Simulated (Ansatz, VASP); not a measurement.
**LiCl: VASP beside Ansatz**

```
Li Cl
1.0
     0.00000    2.81191    2.81191
     2.81191    0.00000    2.81191
     2.81191    2.81191    0.00000
Li Cl
1 1
Direct
  0.75000 0.75000 0.75000
  0.50000 0.50000 0.50000
```

Alike in both runs: task single point; functional PBE; k mesh 8 × 8 × 8; occupations gaussian, width 0.02 eV; no spin polarisation.

|  | VASP | Ansatz |
| --- | --- | --- |
| version | VASP 6.6.1 | Ansatz 0.2.0 |
| potentials or method | VASP PAW PBE potentials, release 64 (Li_sv, Cl), cutoff 520 eV | scalar-relativistic, plane waves, PAW |
| valence electrons in the cell | 10 | 10 |

VASP gave:

* gap on the k mesh at the Fermi level (eV): 5.77
* least direct gap on the mesh (eV): 5.77

Task: What did Ansatz give for the same quantities?

Result: gap on the k mesh at the Fermi level (eV): 5.76; least direct gap on the mesh (eV): 5.76.

With one functional, cell and mesh, what is left measures potentials, basis and numerics.

Noted on VASP's run: the cutoff is short for stress, so the pressure is rough.
